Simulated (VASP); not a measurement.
# C (P1) in VASP: further runs

Runs on C. Level: PBE+D3(BJ). Tasks: single point.

All numbers are computed with VASP 6.6.1; they aren't measurements. Logs are shortened: lines on timing, memory, paths and dates and some standing lists are left out, and cuts for length are marked.

### Step 1. The cell of the first run

The typed cell holds 12 atoms: a = 2.465 Å, b = 2.465 Å, c = 20.606 Å, α = 90.00°, β = 90.00°, γ = 120.00°.

### Step 2. Single point, PBE+D3(BJ) (atom 1 (C) moved +0.087 Å towards its neighbour atom 1 (C) at 2.465 Å)

INCAR

```
SYSTEM = C
PREC     = Accurate       ! precision mode
ENCUT    = 520            ! plane-wave cutoff, eV
EDIFF    = 1E-6           ! SCF threshold, eV
ISMEAR   = 0              ! smearing method
SIGMA    = 0.15           ! smearing width, eV
LREAL    = .FALSE.        ! projectors in reciprocal space
LASPH    = .TRUE.         ! aspherical terms in the spheres
NELM     = 60             ! most SCF steps
ALGO     = Normal         ! electronic algorithm
ISIF     = 2              ! what is computed and relaxed
LWAVE    = .FALSE.        ! write WAVECAR
LCHARG   = .FALSE.        ! write CHGCAR
GGA      = PE             ! functional
IVDW     = 12             ! dispersion correction
NBANDS   = 36             ! bands
```

KPOINTS

```
regular mesh
0
G
  18 18 2
  0 0 0
```

POSCAR

```
C
1.0
    2.4648840281      0.0000000000      0.0000000000
   -1.2324420141      2.1346521857      0.0000000000
    0.0000000000      0.0000000000     20.6060947640
C
12
Direct
    0.6311680391      0.2978347058      0.9519899901
    0.6666666667      0.3333333333      0.4520101828
    0.6666666667      0.3333333333      0.7793231472
    0.6666666667      0.3333333333      0.2793433400
    0.0000000000      0.0000000000      0.6156666650
    0.3333333333      0.6666666667      0.2793231472
    0.0000000000      0.0000000000      0.1156666650
    0.6666666667      0.3333333333      0.6156666650
    0.3333333333      0.6666666667      0.7793433400
    0.3333333333      0.6666666667      0.1156666650
    0.3333333333      0.6666666667      0.4519899901
    0.3333333333      0.6666666667      0.9520101828
```

Potentials or basis: VASP PAW PBE potentials, release 64 (C).

Launch:

```bash
$ cat potpaw_PBE.64/C/POTCAR > POTCAR
$ mpirun -np 1 vasp_std > vasp.out
```

OUTCAR:

```text
SYSTEM = C
   PREC = Accurate
   ENCUT = 520
   EDIFF = 1E-6
   ISMEAR = 0
   LREAL = .FALSE.
   LASPH = .TRUE.
   NELM = 60
   ISIF = 2
   GGA = PE
   IVDW = 12
 IVDW          = 12

 ion  position               nearest neighbor table
   1  0.631  0.298  0.952-  12 1.35  12 1.43  12 1.50
   2  0.667  0.333  0.452-  11 1.42  11 1.42  11 1.42
   3  0.667  0.333  0.779-   9 1.42   9 1.42   9 1.42
   4  0.667  0.333  0.279-   6 1.42   6 1.42   6 1.42
   5  0.000  0.000  0.616-   8 1.42   8 1.42   8 1.42
   6  0.333  0.667  0.279-   4 1.42   4 1.42   4 1.42
   7  0.000  0.000  0.116-  10 1.42  10 1.42  10 1.42
   8  0.667  0.333  0.616-   5 1.42   5 1.42   5 1.42
   9  0.333  0.667  0.779-   3 1.42   3 1.42   3 1.42
  10  0.333  0.667  0.116-   7 1.42   7 1.42   7 1.42
  11  0.333  0.667  0.452-   2 1.42   2 1.42   2 1.42
  12  0.333  0.667  0.952-   1 1.35   1 1.43   1 1.50

  LATTYP: Found a hexagonal cell.
 ALAT       =     2.4648840281
 C/A-ratio  =     8.3598638026

  Lattice vectors:

 A1 = (   2.4648840281,   0.0000000000,   0.0000000000)
 A2 = (  -1.2324420141,   2.1346521857,   0.0000000000)
 A3 = (   0.0000000000,   0.0000000000,  20.6060947640)

Analysis of symmetry for initial positions (statically):
=====================================================================
 Subroutine PRICEL returns:
 Original cell was already a primitive cell.

 Routine SETGRP: Setting up the symmetry group for a
 hexagonal supercell.

 Subroutine GETGRP returns: Found  1 space group operations
 (whereof  1 operations were pure point group operations)
 out of a pool of 24 trial point group operations.

The static configuration has the point symmetry C_1 .

Analysis of symmetry for dynamics (positions and initial velocities):
=====================================================================
 Subroutine PRICEL returns:
 Original cell was already a primitive cell.

 Routine SETGRP: Setting up the symmetry group for a
 hexagonal supercell.

 Subroutine GETGRP returns: Found  1 space group operations
 (whereof  1 operations were pure point group operations)
 out of a pool of 24 trial point group operations.

The dynamic configuration has the point symmetry C_1 .

 Subroutine INISYM returns: Found  1 space group operations
 (whereof  1 operations are pure point group operations),
 and found     1 'primitive' translations

----------------------------------------------------------------------------------------

                                     Primitive cell

  volume of cell :     108.4225

  direct lattice vectors                    reciprocal lattice vectors
     2.464884028  0.000000000  0.000000000     0.405698600  0.234230196  0.000000000
    -1.232442014  2.134652186  0.000000000     0.000000000  0.468460392  0.000000000
     0.000000000  0.000000000 20.606094764     0.000000000  0.000000000  0.048529331

  length of vectors
     2.464884028  2.464884028 20.606094764     0.468460392  0.468460392  0.048529331

  position of ions in fractional coordinates (direct lattice)
     0.631168039  0.297834706  0.951989990
     0.666666667  0.333333333  0.452010183
     0.666666667  0.333333333  0.779323147
     0.666666667  0.333333333  0.279343340
     0.000000000  0.000000000  0.615666665
     0.333333333  0.666666667  0.279323147
     0.000000000  0.000000000  0.115666665
     0.666666667  0.333333333  0.615666665
     0.333333333  0.666666667  0.779343340
     0.333333333  0.666666667  0.115666665
     0.333333333  0.666666667  0.451989990
     0.333333333  0.666666667  0.952010183

  ion indices of the primitive-cell ions
   primitive index   ion index
                 1           1
                 2           2
                 3           3
                 4           4
                 5           5
                 6           6
                 7           7
                 8           8
                 9           9
                10          10
                11          11
                12          12

----------------------------------------------------------------------------------------

 KPOINTS: regular mesh

Automatic generation of k-mesh.
 Grid dimensions read from file:
 generate k-points for:   18   18    2

 Generating k-lattice:

  Cartesian coordinates                     Fractional coordinates (reciprocal lattice)
     0.022538811  0.013012789  0.000000000     0.055555556  0.000000000  0.000000000
     0.000000000  0.026025577  0.000000000     0.000000000  0.055555556  0.000000000
     0.000000000  0.000000000  0.024264666     0.000000000  0.000000000  0.500000000

  Length of vectors
     0.026025577  0.026025577  0.024264666

  Shift w.r.t. Gamma in fractional coordinates (k-lattice)
     0.000000000  0.000000000  0.000000000

 Subroutine IBZKPT returns following result:
 ===========================================

 Found    328 irreducible k-points:

 Following reciprocal coordinates:
            Coordinates               Weight
  0.000000  0.000000  0.000000      1.000000
  0.055556 -0.000000  0.000000      2.000000
  0.000000  0.055556  0.000000      2.000000
 -0.055556  0.055556  0.000000      2.000000
  0.111111 -0.000000  0.000000      2.000000
  0.000000  0.111111  0.000000      2.000000
[... 16 lines left out ...]
  0.444444  0.000000  0.000000      2.000000
  0.000000  0.444444  0.000000      2.000000
 [... further k-points ...]
   k-points           NKPTS =    328   k-points in BZ     NKDIM =    328   number of bands    NBANDS=     36
   number of dos      NEDOS =    301   number of ions     NIONS =     12
   total plane-waves  NPLWV =  51840
   dimension x,y,z NGX =    18 NGY =   18 NGZ =  160
   dimension x,y,z NGXF=    36 NGYF=   36 NGZF=  320
   ions per type =              12
   NGX,Y,Z   is equivalent  to a cutoff of  12.14, 12.14, 12.91 a.u.
   NGXF,Y,Z  is equivalent  to a cutoff of  24.28, 24.28, 25.82 a.u.
 SYSTEM =  C
   PREC   = accura    normal or accurate (medium, high low for compatibility)
   ISTART =      0    job   : 0-new  1-cont  2-samecut
   ICHARG =      2    charge: 1-file 2-atom 10-const
   ISPIN  =      1    spin polarized calculation?
   LNONCOLLINEAR =      F non collinear calculations
   LSORBIT =      F    spin-orbit coupling
   LASPH  =      T    aspherical Exc in radial PAW
   ENCUT  =  520.0 eV  38.22 Ry    6.18 a.u.   4.58  4.58 38.31*2*pi/ulx,y,z
   NELM   =     60;   NELMIN=  2; NELMDL= -5     # of ELM steps
   EDIFF  = 0.1E-05   stopping-criterion for ELM
   LREAL  =      F    real-space projection
   EDIFFG = 0.1E-04   stopping-criterion for IOM
   NSW    =      0    number of steps for IOM
   IBRION =     -1    ionic relax: 0-MD 1-quasi-New 2-CG
   NFREE  =      0    steps in history (QN), initial steepest desc. (CG)
   ISIF   =      2    stress and relaxation
   ISYM   =      2    0-nonsym 1-usesym 2-fastsym
   POTIM  = 0.5000    time-step for ionic-motion
   TEBEG  =    0.0;   TEEND  =   0.0 temperature during run
   PSTRESS=    0.0 pullay stress
   NELECT =      48.0000    total number of electrons
   NUPDOWN=      -1.0000    fix difference up-down
   EMIN   =  10.00;   EMAX   =-10.00  energy-range for DOS
   EFERMI =   0.00;   METHOD = LEGACY
   ISMEAR =     0;   SIGMA  =   0.15  broadening in eV -4-tet -1-fermi 0-gaus
   EFERMI_NEDOS =   21; number of points for ismear=-14 and -15
   IALGO  =     38    algorithm
   IMIX   =      4    mixing-type and parameters
     AMIX     =   0.40;   BMIX     =  1.00
     AMIX_MAG =   1.60;   BMIX_MAG =  1.00
  volume/ion in A,a.u.               =       9.04        60.97
  Fermi-wavevector in a.u.,A,eV,Ry     =   1.247715  2.357840 21.181459  1.556793
  Thomas-Fermi vector in A             =   2.381835
   LORBIT       =      0    0 simple, 1 ext, 2 COOP (PROOUT), +10 PAW based schemes
   GGA     = PE    functional components
   LHFCALC =     F    Hartree Fock is set to
   AEXX    =    0.0000 exact exchange contribution
   IVDW    =    12    specifies the selected vdW correction
   LEPSILON=     F    determine dielectric tensor
   LRPA    =     F    only Hartree local field effects (RPA)
 non-spin polarized calculation
 Gauss-broadening in eV      SIGMA  =   0.15
  energy-cutoff  :      520.00
  volume of cell :      108.42
 maximum number of plane-waves:      2962
   NGX =  9   NGY =  9   NGZ = 77

 number of electron      47.9999986 magnetization

 Free energy of the ion-electron system (eV)
  ---------------------------------------------------
  ext. energy  EPLUGINS =         0.00000000
  ---------------------------------------------------
  free energy    TOTEN  =      -110.34455567 eV

  energy without entropy =     -110.34207938  energy(sigma->0) =     -110.34331752

 E-fermi :   4.4740     XC(G=0): -10.1555

 val. band max:        4.4710641544   @ k =   0.3333   0.3333   0.0000
 cond. band min:       4.4785210395   @ k =   0.3333   0.3333   0.5000
 fundamental gap:      0.0074568851
 Fermi energy:         4.4740195613

 k-point     1 :       0.0000    0.0000    0.0000
  band No.  band energies     occupation
      1     -15.1578      2.00000
      2     -15.1131      2.00000
      3     -15.0795      2.00000
      4     -14.9855      2.00000
      5     -14.9511      2.00000
      6     -14.9015      2.00000
[... 28 lines left out ...]
     35      12.8329      0.00000
     36      12.8427      0.00000

 k-point     2 :       0.0556   -0.0000    0.0000
  band No.  band energies     occupation
      1     -15.0841      2.00000
      2     -15.0396      2.00000
      3     -15.0061      2.00000
      4     -14.9125      2.00000
      5     -14.8783      2.00000
      6     -14.8289      2.00000
[... 28 lines left out ...]
     35      13.1324      0.00000
     36      13.1470      0.00000
[... 817 lines left out ...]
     35      12.0093      0.00000
     36      12.0678      0.00000

 k-point    24 :       0.0000    0.4444    0.0000
  band No.  band energies     occupation
      1     -10.6333      2.00000
      2     -10.5981      2.00000
      3     -10.5795      2.00000
      4     -10.5109      2.00000
      5     -10.4842      2.00000
      6     -10.4499      2.00000
[... 28 lines left out ...]
     35      12.0423      0.00000
     36      12.1437      0.00000

 [... further k-points ...]

------------------------ aborting loop because EDIFF is reached ----------------------------------------

 Edisp (eV)   -1.82548

 E8    (eV) :    -0.5158

  FORCE on cell =-STRESS in cart. coord.  units (eV):
  Direction    XX          YY          ZZ          XY          YZ          ZX
  --------------------------------------------------------------------------------------
  -------------------------------------------------------------------------------------
  Total       0.05297     2.01810    -0.05267    -0.47198    -0.01454    -0.00460
  in kB       0.78268    29.82188    -0.77829    -6.97453    -0.21489    -0.06804
  external pressure =        9.94 kB  Pullay stress =        0.00 kB

 VOLUME and BASIS-vectors are now :
 -----------------------------------------------------------------------------
  energy-cutoff  :      520.00
  volume of cell :      108.42
      direct lattice vectors                 reciprocal lattice vectors
     2.464884028  0.000000000  0.000000000     0.405698600  0.234230196  0.000000000
    -1.232442014  2.134652186  0.000000000     0.000000000  0.468460392  0.000000000
     0.000000000  0.000000000 20.606094764     0.000000000  0.000000000  0.048529331

 POSITION                                       TOTAL-FORCE (eV/Angst)
 -----------------------------------------------------------------------------------
      1.18869      0.63577     19.61680         1.936078      4.339836     -0.000045
      1.23244      0.71155      9.31416        -0.000003      0.000002     -0.001009
      1.23244      0.71155     16.05881         0.009650      0.023185     -0.001142
      1.23244      0.71155      5.75618        -0.000118     -0.000261      0.000655
      0.00000      0.00000     12.68649        -0.000098     -0.000418     -0.000089
     -0.00000      1.42310      5.75576         0.000129      0.000293     -0.001047
      0.00000      0.00000      2.38344         0.000313      0.004316     -0.000304
      1.23244      0.71155     12.68649         0.000151      0.000343      0.001403
     -0.00000      1.42310     16.05922        -0.008802     -0.021600     -0.000205
     -0.00000      1.42310      2.38344        -0.000580     -0.006644      0.003063
     -0.00000      1.42310      9.31375         0.000007      0.000033      0.000338
     -0.00000      1.42310     19.61721        -1.936725     -4.339086     -0.001619
 -----------------------------------------------------------------------------------
    total drift:                               -0.000057     -0.000177     -0.000095

  FREE ENERGIE OF THE ION-ELECTRON SYSTEM (eV)
  ---------------------------------------------------
  free  energy   TOTEN  =      -112.1700369527 eV

  energy  without entropy=     -112.1675606601  energy(sigma->0) =     -112.16879881
```

Wall time 11 min (1 thread of Intel Xeon 6975P-C (Granite Rapids), shared host); peak memory 0.82 GiB.

Results:

- Free energy: -112.1700 eV
- Pressure: 1.0 GPa
- Largest force: 4.752 eV/Å
- Band gap on the k mesh: zero (filled and empty bands touch)
- Dispersion energy per atom: -0.152 eV

Forces on the atoms (eV/Å):
```
C    1.936  4.340  0.000
C    0.000  0.000 -0.001
C    0.010  0.023 -0.001
C    0.000  0.000  0.001
C    0.000  0.000  0.000
C    0.000  0.000 -0.001
C    0.000  0.004  0.000
C    0.000  0.000  0.001
C   -0.009 -0.022  0.000
C   -0.001 -0.007  0.003
C    0.000  0.000  0.000
C   -1.937 -4.339 -0.002
```

Stress tensor (GPa, compression positive):
```
 0.08 -0.70 -0.01
-0.70  2.98 -0.02
-0.01 -0.02 -0.08
```

Caveat: the cell differs from its parent crystal (atom 1 (C) moved +0.087 Å towards its neighbour atom 1 (C) at 2.465 Å); forces of over 1 eV/Å act on the atoms, so gaps and moduli don't describe the material at rest.

### Step 3. Single point, PBE+D3(BJ)

INCAR

```
SYSTEM = C
ALGO = Normal
EDIFF = 1E-6
ENCUT = 520
GGA = PE
ISIF = 2
ISMEAR = 0
IVDW = 12
LASPH = .TRUE.
LCHARG = .TRUE.
LELF = .TRUE.
LREAL = .FALSE.
LVHAR = .TRUE.
LWAVE = .FALSE.
NBANDS = 36
NELM = 100
PREC = Accurate
SIGMA = 0.15
```

KPOINTS

```
k-points
0
G
  18 18 2
  0 0 0
```

POSCAR: that of step 2 with these lines changed.

```diff
@@ -8,3 +8,3 @@
 Direct
-    0.6311680391      0.2978347058      0.9519899901
+    0.6413105042      0.3079771708      0.9519899901
     0.6666666667      0.3333333333      0.4520101828
```

Potentials or basis: VASP PAW PBE potentials, release 64 (C).

Launch:

```bash
$ cat potpaw_PBE.64/C/POTCAR > POTCAR
$ mpirun -np 1 vasp_std > vasp.out
```

Wall time 8 min (1 thread of Intel Xeon 6975P-C (Granite Rapids), shared host); peak memory 0.82 GiB.

Results (log left out):

- Free energy: -112.2713 eV
- Pressure: 0.7 GPa
- Largest force: 3.383 eV/Å
- Band gap on the k mesh: zero (filled and empty bands touch)
- Dispersion energy per atom: -0.152 eV

Forces in eV/Å, atoms in the order of the input:
```
C    1.468  3.047  0.000
C    0.000  0.000 -0.001
C    0.010  0.021 -0.001
C    0.000  0.000  0.001
C    0.000  0.000  0.000
C    0.000  0.000 -0.001
C    0.000  0.003  0.000
C    0.000  0.000  0.001
C   -0.009 -0.020  0.000
C   -0.001 -0.005  0.002
C    0.000  0.000  0.000
C   -1.469 -3.047 -0.001
```

Stress tensor (GPa, compression positive):
```
 0.11 -0.51 -0.01
-0.51  2.13 -0.01
-0.01 -0.01 -0.08
```

Levels at points of the mesh, in eV from the Fermi level:
```
           k point  band 21  band 22  band 23  band 24  band 25  band 26  band 27  band 28
(0.00, 0.00, 0.00)    -3.01    -3.00    -3.00    -2.04     4.10     5.15     5.44     7.13
(0.50, 0.00, 0.00)    -2.55    -2.27    -2.17    -2.01     1.33     1.48     1.64     1.89
(0.00, 0.50, 0.00)    -2.48    -2.23    -2.04    -1.80     0.95     1.33     1.59     1.81
(0.50, 0.50, 0.00)    -2.54    -2.24    -2.10    -1.99     1.32     1.36     1.61     1.88
(0.00, 0.00, 0.50)    -3.01    -3.00    -3.00    -2.04     4.41     4.41     6.57     6.58
(0.50, 0.00, 0.50)    -2.45    -2.38    -2.11    -2.02     1.33     1.47     1.71     1.80
(0.00, 0.50, 0.50)    -2.38    -2.30    -2.02    -1.80     0.95     1.33     1.63     1.72
(0.50, 0.50, 0.50)    -2.38    -2.38    -2.03    -2.02     1.33     1.34     1.71     1.72
```

Caveat: forces of over 1 eV/Å act on the atoms, so gaps and moduli don't describe the material at rest.
